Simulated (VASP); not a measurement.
# CdTe (F-43m) in VASP: settings compared

Aim: see how the results for CdTe move with the level of theory and the settings. Levels: PBE, RPBE. Tasks: electric field gradients.

All numbers are computed with VASP 6.6.1; they aren't measurements. Logs are shortened: lines on timing, memory, paths and dates and some standing lists are left out, and cuts for length are marked.

### 1 The cell of the first run

It takes space group F-43m (No. 216, cubic). Conventional cell: a = 6.536 Å, b = 6.536 Å, c = 6.536 Å, α = 90.00°, β = 90.00°, γ = 90.00°. Cd (site symmetry -43m) has 4 Te at 2.83 Å within 3.7 Å. Within 3.7 Å of Te (site symmetry -43m) lie 4 Cd at 2.83 Å.

### 2 Electric field gradients, PBE (volume scaled by 1.06)

Contents of INCAR:

```
SYSTEM = CdTe
ALGO = Normal
EDIFF = 1E-8
ENCUT = 520
GGA = PE
ISIF = 2
ISMEAR = -1
LASPH = .TRUE.
LCHARG = .FALSE.
LEFG = .TRUE.
LREAL = .FALSE.
LWAVE = .FALSE.
NBANDS = 16
NELM = 100
PREC = Accurate
SIGMA = 0.08
```

Contents of KPOINTS:

```
k-points
0
G
  9 9 9
  0 0 0
```

Contents of POSCAR:

```
CdTe
1.0
    0.0000000000      3.2678590959      3.2678590959
    3.2678590959      0.0000000000      3.2678590959
    3.2678590959      3.2678590959      0.0000000000
Cd Te
1 1
Direct
    0.0000000000      0.0000000000      0.0000000000
    0.7500000000      0.7500000000      0.7500000000
```

Potentials or basis: VASP PAW PBE potentials, release 64 (Cd, Te).

On the command line:

```bash
$ cat potpaw_PBE.64/Cd/POTCAR potpaw_PBE.64/Te/POTCAR > POTCAR
$ mpirun -np 1 vasp_std > vasp.out
```

OUTCAR:

```text
SYSTEM = CdTe
   EDIFF = 1E-8
   ENCUT = 520
   GGA = PE
   ISIF = 2
   ISMEAR = -1
   LASPH = .TRUE.
   LREAL = .FALSE.
   NELM = 100
   PREC = Accurate

 ion  position               nearest neighbor table
   1  0.000  0.000  0.000-   2 2.83   2 2.83   2 2.83   2 2.83
   2  0.750  0.750  0.750-   1 2.83   1 2.83   1 2.83   1 2.83

  LATTYP: Found a face centered cubic cell.
 ALAT       =     6.5357181918

  Lattice vectors:

 A1 = (   0.0000000000,   3.2678590959,   3.2678590959)
 A2 = (   3.2678590959,   0.0000000000,   3.2678590959)
 A3 = (   3.2678590959,   3.2678590959,   0.0000000000)

Analysis of symmetry for initial positions (statically):
=====================================================================
 Subroutine PRICEL returns:
 Original cell was already a primitive cell.

 Routine SETGRP: Setting up the symmetry group for a
 face centered cubic supercell.

 Subroutine GETGRP returns: Found 24 space group operations
 (whereof 24 operations were pure point group operations)
 out of a pool of 48 trial point group operations.

The static configuration has the point symmetry T_d .

Analysis of symmetry for dynamics (positions and initial velocities):
=====================================================================
 Subroutine PRICEL returns:
 Original cell was already a primitive cell.

 Routine SETGRP: Setting up the symmetry group for a
 face centered cubic supercell.

 Subroutine GETGRP returns: Found 24 space group operations
 (whereof 24 operations were pure point group operations)
 out of a pool of 48 trial point group operations.

The dynamic configuration has the point symmetry T_d .

 Subroutine INISYM returns: Found 24 space group operations
 (whereof 24 operations are pure point group operations),
 and found     1 'primitive' translations

----------------------------------------------------------------------------------------

                                     Primitive cell

  volume of cell :      69.7943

  direct lattice vectors                    reciprocal lattice vectors
     0.000000000  3.267859096  3.267859096    -0.153005373  0.153005373  0.153005373
     3.267859096  0.000000000  3.267859096     0.153005373 -0.153005373  0.153005373
     3.267859096  3.267859096  0.000000000     0.153005373  0.153005373 -0.153005373

  length of vectors
     4.621450653  4.621450653  4.621450653     0.265013080  0.265013080  0.265013080

  position of ions in fractional coordinates (direct lattice)
     0.000000000  0.000000000  0.000000000
     0.750000000  0.750000000  0.750000000

  ion indices of the primitive-cell ions
   primitive index   ion index
                 1           1
                 2           2

----------------------------------------------------------------------------------------

 KPOINTS: k-points

Automatic generation of k-mesh.
 Grid dimensions read from file:
 generate k-points for:    9    9    9

 Generating k-lattice:

  Cartesian coordinates                     Fractional coordinates (reciprocal lattice)
    -0.017000597  0.017000597  0.017000597     0.111111111  0.000000000  0.000000000
     0.017000597 -0.017000597  0.017000597     0.000000000  0.111111111  0.000000000
     0.017000597  0.017000597 -0.017000597     0.000000000  0.000000000  0.111111111

  Length of vectors
     0.029445898  0.029445898  0.029445898

  Shift w.r.t. Gamma in fractional coordinates (k-lattice)
     0.000000000  0.000000000  0.000000000

 Subroutine IBZKPT returns following result:
 ===========================================

 Found     35 irreducible k-points:

 Following reciprocal coordinates:
            Coordinates               Weight
  0.000000  0.000000  0.000000      1.000000
  0.111111  0.000000  0.000000      8.000000
  0.222222  0.000000  0.000000      8.000000
  0.333333  0.000000  0.000000      8.000000
  0.444444  0.000000  0.000000      8.000000
  0.111111  0.111111  0.000000      6.000000
[... 16 lines left out ...]
 -0.333333  0.333333  0.000000     12.000000
  0.444444  0.444444  0.000000      6.000000
 [... further k-points ...]
   k-points           NKPTS =     35   k-points in BZ     NKDIM =     35   number of bands    NBANDS=     16
   number of dos      NEDOS =    301   number of ions     NIONS =      2
   total plane-waves  NPLWV =  46656
   dimension x,y,z NGX =    36 NGY =   36 NGZ =   36
   dimension x,y,z NGXF=    72 NGYF=   72 NGZF=   72
   ions per type =               1   1
   NGX,Y,Z   is equivalent  to a cutoff of  12.95, 12.95, 12.95 a.u.
   NGXF,Y,Z  is equivalent  to a cutoff of  25.90, 25.90, 25.90 a.u.
 SYSTEM =  CdTe
   PREC   = accura    normal or accurate (medium, high low for compatibility)
   ISTART =      0    job   : 0-new  1-cont  2-samecut
   ICHARG =      2    charge: 1-file 2-atom 10-const
   ISPIN  =      1    spin polarized calculation?
   LNONCOLLINEAR =      F non collinear calculations
   LSORBIT =      F    spin-orbit coupling
   LASPH  =      T    aspherical Exc in radial PAW
   ENCUT  =  520.0 eV  38.22 Ry    6.18 a.u.   8.59  8.59  8.59*2*pi/ulx,y,z
   NELM   =    100;   NELMIN=  2; NELMDL= -5     # of ELM steps
   EDIFF  = 0.1E-07   stopping-criterion for ELM
   LREAL  =      F    real-space projection
   EDIFFG = 0.1E-06   stopping-criterion for IOM
   NSW    =      0    number of steps for IOM
   IBRION =     -1    ionic relax: 0-MD 1-quasi-New 2-CG
   NFREE  =      0    steps in history (QN), initial steepest desc. (CG)
   ISIF   =      2    stress and relaxation
   ISYM   =      2    0-nonsym 1-usesym 2-fastsym
   POTIM  = 0.5000    time-step for ionic-motion
   TEBEG  =    0.0;   TEEND  =   0.0 temperature during run
   PSTRESS=    0.0 pullay stress
   NELECT =      18.0000    total number of electrons
   NUPDOWN=      -1.0000    fix difference up-down
   EMIN   =  10.00;   EMAX   =-10.00  energy-range for DOS
   EFERMI =   0.00;   METHOD = LEGACY
   ISMEAR =    -1;   SIGMA  =   0.08  broadening in eV -4-tet -1-fermi 0-gaus
   EFERMI_NEDOS =   21; number of points for ismear=-14 and -15
   IALGO  =     38    algorithm
   IMIX   =      4    mixing-type and parameters
     AMIX     =   0.40;   BMIX     =  1.00
     AMIX_MAG =   1.60;   BMIX_MAG =  1.00
  volume/ion in A,a.u.               =      34.90       235.50
  Fermi-wavevector in a.u.,A,eV,Ry     =   1.042059  1.969206 14.774391  1.085887
  Thomas-Fermi vector in A             =   2.176707
   LORBIT       =      0    0 simple, 1 ext, 2 COOP (PROOUT), +10 PAW based schemes
   GGA     = PE    functional components
   LHFCALC =     F    Hartree Fock is set to
   AEXX    =    0.0000 exact exchange contribution
   IVDW    =     0    specifies the selected vdW correction
   LEPSILON=     F    determine dielectric tensor
   LRPA    =     F    only Hartree local field effects (RPA)
 non-spin polarized calculation
  energy-cutoff  :      520.00
  volume of cell :       69.79
 maximum number of plane-waves:      1895
   NGX = 17   NGY = 17   NGZ = 17

 number of electron      18.0000003 magnetization

 Free energy of the ion-electron system (eV)
  ---------------------------------------------------
  ext. energy  EPLUGINS =         0.00000000
  ---------------------------------------------------
  free energy    TOTEN  =        -4.79900045 eV

  energy without entropy =       -4.79889284  energy(sigma->0) =       -4.79894665

 E-fermi :   2.5630     XC(G=0):  -8.4732

 val. band max:        2.1204018594   @ k =   0.0000   0.0000   0.0000
 cond. band min:       2.8155712943   @ k =   0.0000   0.0000   0.0000
 fundamental gap:      0.6951694349
 Fermi energy:         2.5629813696

 k-point     1 :       0.0000    0.0000    0.0000
  band No.  band energies     occupation
      1      -8.9116      2.00000
      2      -6.0814      2.00000
      3      -6.0814      2.00000
      4      -6.0814      2.00000
      5      -5.8391      2.00000
      6      -5.8391      2.00000
[... 8 lines left out ...]
     15      11.4340      0.00000
     16      11.4340      0.00000

 k-point     2 :       0.1111    0.0000    0.0000
  band No.  band energies     occupation
      1      -8.8677      2.00000
      2      -6.0732      2.00000
      3      -6.0732      2.00000
      4      -6.0466      2.00000
      5      -5.8398      2.00000
      6      -5.8398      2.00000
[... 8 lines left out ...]
     15      10.8281      0.00000
     16      10.8281      0.00000
[... 387 lines left out ...]
      5      -5.8344      2.00000
      6      -5.3649      2.00000
[... 8 lines left out ...]
     15      11.0943      0.00000
     16      14.2560      0.00000

 k-point    24 :       0.4444    0.4444    0.0000
  band No.  band energies     occupation
      1      -8.4390      2.00000
      2      -5.9351      2.00000
      3      -5.9351      2.00000
      4      -5.9312      2.00000
      5      -5.8114      2.00000
      6      -5.4173      2.00000
[... 8 lines left out ...]
     15      12.8027      0.00000
     16      13.9316      0.00000

 [... further k-points ...]
[... 5 lines left out ...]
  --------------------------------------------------------------------------------------
  -------------------------------------------------------------------------------------
  Total        0.6843821      0.6843821      0.6843821      0.0000000      0.0000000      0.0000000
  in kB       15.7104720     15.7104720     15.7104720      0.0000000      0.0000000      0.0000000
  external PRESSURE =      15.7104720 kB  Pullay stress =       0.0000000 kB

 VOLUME and BASIS-vectors are now :
 -----------------------------------------------------------------------------
  energy-cutoff  :      520.00
  volume of cell :       69.79
      direct lattice vectors                 reciprocal lattice vectors
     0.000000000  3.267859096  3.267859096    -0.153005373  0.153005373  0.153005373
     3.267859096  0.000000000  3.267859096     0.153005373 -0.153005373  0.153005373
     3.267859096  3.267859096  0.000000000     0.153005373  0.153005373 -0.153005373

 POSITION                                       TOTAL-FORCE (eV/Angst)
 -----------------------------------------------------------------------------------
      0.00000      0.00000      0.00000        -0.000000     -0.000000     -0.000000
      4.90179      4.90179      4.90179         0.000000      0.000000      0.000000
 -----------------------------------------------------------------------------------
    total drift:                                0.000000      0.000000      0.000000

  FREE ENERGIE OF THE ION-ELECTRON SYSTEM (eV)
  ---------------------------------------------------
  free  energy   TOTEN  =        -4.7990004504 eV

  energy  without entropy=       -4.7988928400  energy(sigma->0) =       -4.79894665

 Electric field gradients (V/A^2)
---------------------------------------------------------------------
 ion       V_xx      V_yy      V_zz      V_xy      V_xz      V_yz
---------------------------------------------------------------------
   1      -0.000    -0.000     0.000     0.002     0.002     0.002
   2       0.000     0.000     0.000    -0.000    -0.000    -0.000
---------------------------------------------------------------------

 Electric field gradients after diagonalization (V/A^2)
 (convention: |V_zz| > |V_xx| > |V_yy|)
----------------------------------------------------------------------
 ion       V_xx      V_yy      V_zz     asymmetry (V_yy - V_xx)/ V_zz
----------------------------------------------------------------------
   1      -0.002    -0.002     0.004       0.000
   2       0.000     0.000    -0.000       0.000
----------------------------------------------------------------------

           NMR quadrupolar parameters

 Cq : quadrupolar parameter    Cq=e*Q*V_zz/h
 eta: asymmetry parameters     (V_yy - V_xx)/ V_zz
 Q  : nuclear electric quadrupole moment in mb (millibarn)
----------------------------------------------------------------------
 ion       Cq(MHz)       eta       Q (mb)
----------------------------------------------------------------------
   1       0.000       0.000       1.000
   2      -0.000       0.000       1.000
----------------------------------------------------------------------
```

Run time: 30 s. Hardware: 1 thread of Intel Xeon 6975P-C (Granite Rapids), shared host; peak memory 0.22 GiB.

What came out:

```
Free energy            : -4.7990 eV
Pressure               : 1.6 GPa
Band gap on the k mesh : 0.70 eV, direct
```

Caveat: without QUAD_EFG the Cq values of the log hold for a quadrupole moment of 1 mb, not for the nuclei; spin-orbit coupling is left out, which moves the levels of the heavy elements.

(Part 1 of 2 ends here.)
